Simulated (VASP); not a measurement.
# Zn (Pm-3m) in VASP: notebook, part 2 of 2

VASP 6.6.1. The steps go on from the part before.

### 4 Single point, revPBE (volume scaled by 0.96)

The input, INCAR:

```
SYSTEM = Zn
PREC = Accurate
ENCUT = 520
EDIFF = 1E-7
ISMEAR = -1
SIGMA = 0.1
LREAL = .FALSE.
LASPH = .TRUE.
NELM = 80
ALGO = Normal
ISIF = 2
LWAVE = .FALSE.
LCHARG = .FALSE.
GGA = RE
NBANDS = 12
```

The input, KPOINTS:

```
Automatic mesh
0
G
  13 13 13
  0 0 0
```

The input, POSCAR:

```
Zn
1.0
    2.6262711770      0.0000000000      0.0000000000
    0.0000000000      2.6262711770      0.0000000000
    0.0000000000      0.0000000000      2.6262711770
Zn
1
Direct
    0.0000000000      0.0000000000      0.0000000000
```

Potentials or basis: VASP PAW PBE potentials, release 64 (Zn).

On the command line:

```
$ cat potpaw_PBE.64/Zn/POTCAR > POTCAR
$ mpirun -np 1 vasp_std > vasp.out
```

OUTCAR:

```text
SYSTEM = Zn
   PREC = Accurate
   ENCUT = 520
   EDIFF = 1E-7
   ISMEAR = -1
   LREAL = .FALSE.
   LASPH = .TRUE.
   NELM = 80
   ISIF = 2
   GGA = RE

 ion  position               nearest neighbor table
   1  0.000  0.000  0.000-

  LATTYP: Found a simple cubic cell.
 ALAT       =     2.6262711770

  Lattice vectors:

 A1 = (   2.6262711770,   0.0000000000,   0.0000000000)
 A2 = (   0.0000000000,   2.6262711770,   0.0000000000)
 A3 = (   0.0000000000,   0.0000000000,   2.6262711770)

Analysis of symmetry for initial positions (statically):
=====================================================================
 Subroutine PRICEL returns:
 Original cell was already a primitive cell.

 Routine SETGRP: Setting up the symmetry group for a
 simple cubic supercell.

 Subroutine GETGRP returns: Found 48 space group operations
 (whereof 48 operations were pure point group operations)
 out of a pool of 48 trial point group operations.

The static configuration has the point symmetry O_h .

Analysis of symmetry for dynamics (positions and initial velocities):
=====================================================================
 Subroutine PRICEL returns:
 Original cell was already a primitive cell.

 Routine SETGRP: Setting up the symmetry group for a
 simple cubic supercell.

 Subroutine GETGRP returns: Found 48 space group operations
 (whereof 48 operations were pure point group operations)
 out of a pool of 48 trial point group operations.

The dynamic configuration has the point symmetry O_h .

 Subroutine INISYM returns: Found 48 space group operations
 (whereof 48 operations are pure point group operations),
 and found     1 'primitive' translations

----------------------------------------------------------------------------------------

                                     Primitive cell

  volume of cell :      18.1142
[... 111 lines left out ...]
   LORBIT       =      0    0 simple, 1 ext, 2 COOP (PROOUT), +10 PAW based schemes
   GGA     = RE    functional components
   LHFCALC =     F    Hartree Fock is set to
   AEXX    =    0.0000 exact exchange contribution
   IVDW    =     0    specifies the selected vdW correction
   LEPSILON=     F    determine dielectric tensor
   LRPA    =     F    only Hartree local field effects (RPA)
 non-spin polarized calculation
  energy-cutoff  :      520.00
  volume of cell :       18.11
 maximum number of plane-waves:       498
 NGX is ok and might be reduce to    20
   NGX =  9   NGY =  9   NGZ =  9

 number of electron      12.0000003 magnetization

 Free energy of the ion-electron system (eV)
  ---------------------------------------------------
  ext. energy  EPLUGINS =         0.00000000
  ---------------------------------------------------
  free energy    TOTEN  =        -0.60115891 eV

  energy without entropy =       -0.59085345  energy(sigma->0) =       -0.59600618

 E-fermi :   1.9565     XC(G=0): -10.4958

 val. band max:        1.8083072450   @ k =   0.3846   0.3846   0.3077
 cond. band min:       1.9998150330   @ k =   0.4615   0.3077   0.0000
 fundamental gap:      0.1915077881
 Fermi energy:         1.9565091442

 k-point     1 :       0.0000    0.0000    0.0000
  band No.  band energies     occupation
      1      -7.0724      2.00000
      2      -5.9881      2.00000
      3      -5.9881      2.00000
      4      -4.8358      2.00000
      5      -4.8358      2.00000
      6      -4.8358      2.00000
      7      14.1830      0.00000
      8      14.1830      0.00000
      9      14.1830      0.00000
     10      17.0415      0.00000
     11      17.0415      0.00000
     12      19.7537      0.00000
[... 331 lines left out ...]
 k-point    24 :       0.3846    0.3077    0.0000
  band No.  band energies     occupation
      1      -5.7536      2.00000
      2      -5.6782      2.00000
      3      -5.0934      2.00000
      4      -5.0215      2.00000
      5      -5.0161      2.00000
      6      -1.3729      2.00000
      7       3.8639      0.00000
      8       7.8473      0.00000
      9      13.1717      0.00000
     10      19.9168      0.00000
     11      22.0597      0.00000
     12      26.1603      0.00000

 [... further k-points ...]

------------------------ aborting loop because EDIFF is reached ----------------------------------------

  FORCE on cell =-STRESS in cart. coord.  units (eV):
  Direction    XX          YY          ZZ          XY          YZ          ZX
  --------------------------------------------------------------------------------------
  -------------------------------------------------------------------------------------
  Total        0.2458901      0.2458901      0.2458901      0.0000000      0.0000000     -0.0000000
  in kB       21.7486811     21.7486811     21.7486811      0.0000000      0.0000000     -0.0000000
  external PRESSURE =      21.7486811 kB  Pullay stress =       0.0000000 kB

 VOLUME and BASIS-vectors are now :
 -----------------------------------------------------------------------------
  energy-cutoff  :      520.00
  volume of cell :       18.11
      direct lattice vectors                 reciprocal lattice vectors
     2.626271177  0.000000000  0.000000000     0.380767991  0.000000000  0.000000000
     0.000000000  2.626271177  0.000000000     0.000000000  0.380767991  0.000000000
     0.000000000  0.000000000  2.626271177     0.000000000  0.000000000  0.380767991

 POSITION                                       TOTAL-FORCE (eV/Angst)
 -----------------------------------------------------------------------------------
      0.00000      0.00000      0.00000         0.000000      0.000000      0.000000
 -----------------------------------------------------------------------------------
    total drift:                                0.000000      0.000000      0.000000

  FREE ENERGIE OF THE ION-ELECTRON SYSTEM (eV)
  ---------------------------------------------------
  free  energy   TOTEN  =        -0.6011589135 eV

  energy  without entropy=       -0.5908534468  energy(sigma->0) =       -0.59600618
```

Wall time 13 s (1 thread of Intel Xeon Platinum 8259CL at 2.50GHz (Skylake/Cascade Lake), shared host); peak memory 0.13 GiB.

What came out:

- Free energy: -0.6012 eV
- Pressure: 2.2 GPa
- Band gap on the k mesh: zero (band 6 reaches 6.55 eV, above the bottom of band 7 at 0.01 eV)

Caveat: the cell differs from its parent crystal (volume scaled by 0.96); the PAW data sets were made with another functional, which shifts forces and pressure a little.

### 5 Single point, revPBE

This run uses another cell than the first one, of 18.87 Å³/atom, 1.136 times its volume.

The input, INCAR:

```
ALGO = Normal
EDIFF = 1E-6
ENCUT = 520
GGA = RE
ISIF = 2
ISMEAR = -1
LASPH = True
LCHARG = False
LREAL = False
LWAVE = False
NBANDS = 12
NELM = 80
PREC = Accurate
SIGMA = 0.1
```

The input, KPOINTS:

```
k-points
0
Gamma
  13 13 13
```

The input, POSCAR:

```
Zn
1.0
    2.6622519657      0.0000000000      0.0000000000
    0.0000000000      2.6622519657      0.0000000000
    0.0000000000      0.0000000000      2.6622519657
Zn
1
Direct
    0.0000000000      0.0000000000      0.0000000000
```

On the command line:

```
$ cat potpaw_PBE.64/Zn/POTCAR > POTCAR
$ mpirun -np 1 vasp_std > vasp.out
```

Wall time 11 s (1 thread of Intel Xeon Platinum 8259CL at 2.50GHz (Skylake/Cascade Lake), shared host); peak memory 0.13 GiB.

It converged, with:

```yaml
Free_energy: -0.6066 eV
Pressure: 0.2 GPa
Band_gap_on_the_k_mesh: zero (band 6 reaches 6.17 eV, above the bottom of band 7 at -0.17 eV)
```

Levels at points of the mesh, in eV from the Fermi level:
```csv
k point,band 3,band 4,band 5,band 6,band 7,band 8,band 9,band 10
"(0.00, 0.00, 0.00)",-7.82,-6.76,-6.76,-6.76,11.90,11.90,11.90,14.73
```

Caveat: the PAW data sets were made with another functional, which shifts forces and pressure a little.

### 6 Single point, revPBE (volume scaled by 1.04)

The input, INCAR:

```
SYSTEM = Zn
PREC = Accurate ; ENCUT = 520
EDIFF = 1E-6 ; ISMEAR = -1
SIGMA = 0.1 ; LREAL = .False.
LASPH = .True. ; NELM = 60
ALGO = Normal ; ISIF = 2
LWAVE = .False. ; LCHARG = .True.
GGA = RE ; LELF = .True.
LVHAR = .True. ; NBANDS = 12
```

The input, KPOINTS:

```
Automatic mesh
0
Gamma
  13 13 13
  0 0 0
```

The input, POSCAR:

```
Zn
1.0
    2.6972856143      0.0000000000      0.0000000000
    0.0000000000      2.6972856143      0.0000000000
    0.0000000000      0.0000000000      2.6972856143
Zn
1
Direct
    0.0000000000      0.0000000000      0.0000000000
```

Potentials or basis: VASP PAW PBE potentials, release 64 (Zn).

On the command line:

```
$ cat potpaw_PBE.64/Zn/POTCAR > POTCAR
$ mpirun -np 1 vasp_std > vasp.out
```

Wall time 12 s (1 thread of Intel Xeon Platinum 8259CL at 2.50GHz (Skylake/Cascade Lake), shared host); peak memory 0.13 GiB.

The run converged. Its results:

```yaml
Free_energy: -0.6040 eV
Pressure: -1.3 GPa
Band_gap_on_the_k_mesh: zero (band 6 reaches 5.82 eV, above the bottom of band 7 at -0.32 eV)
```

Levels at points of the mesh, in eV from the Fermi level:
| k point | band 3 | band 4 | band 5 | band 6 | band 7 | band 8 | band 9 | band 10 |
| --- | --- | --- | --- | --- | --- | --- | --- | --- |
| (0.00, 0.00, 0.00) | -7.72 | -6.72 | -6.72 | -6.72 | 11.59 | 11.59 | 11.59 | 14.41 |

Caveat: the cell differs from its parent crystal (volume scaled by 1.04); the PAW data sets were made with another functional, which shifts forces and pressure a little.

### 7 Overview

```tsv
cell	gap on the mesh (eV)	pressure (GPa)
a = 2.551 Å, 1 atom	none	7.8
a = 2.589 Å, 1 atom	none	4.6
a = 2.626 Å, 1 atom	none	2.2
a = 2.662 Å, 1 atom	none	0.2
a = 2.697 Å, 1 atom	none	-1.3
```

Alike in all rows: task single point; level revPBE; potentials or basis VASP PAW PBE potentials, release 64 (Zn); no spin polarisation; k mesh 13 × 13 × 13; cutoff (eV) 520; smearing fermi-dirac 0.1 eV.

Caveats: the PAW data sets were made with another functional, which shifts forces and pressure a little.

Total energies depend on the potentials used, so only differences within one code and one set of settings carry meaning.
